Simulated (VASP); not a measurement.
A run of VASP 6.6.1 is set up as follows.

The input INCAR:

```
PREC = Accurate ; ENCUT = 520
EDIFF = 1E-6 ; ISMEAR = -1
SIGMA = 0.1 ; LREAL = F
LASPH = T ; NELM = 60
ALGO = Normal ; ISIF = 2
LWAVE = F ; LCHARG = F
GGA = CA ; NBANDS = 19
```

KPOINTS

```
Automatic mesh
0
Gamma
  16 16 9
```

Contents of POSCAR:

```
Cd
1.0
    2.8920488916      0.0000000000      0.0000000000
   -1.4460244458      2.5045878091      0.0000000000
    0.0000000000      0.0000000000      5.2190752554
Cd
2
Direct
    0.3333333333      0.6666666667      0.2500000000
    0.6666666667      0.3333333333      0.7500000000
```

Potentials or basis: VASP PAW LDA potentials, release 64 (Cd).

Run with:

```bash
$ cat potpaw_LDA.64/Cd/POTCAR > POTCAR
$ mpirun -np 1 vasp_std > vasp.out
```

(1) Estimate the band gap on the k mesh.

(2) Predict the pressure.

Answers

(1) zero (bands 12 and 13 overlap by 3.85 eV).

(2) 5.0 GPa.

Caveat: the cell stands under pressure.
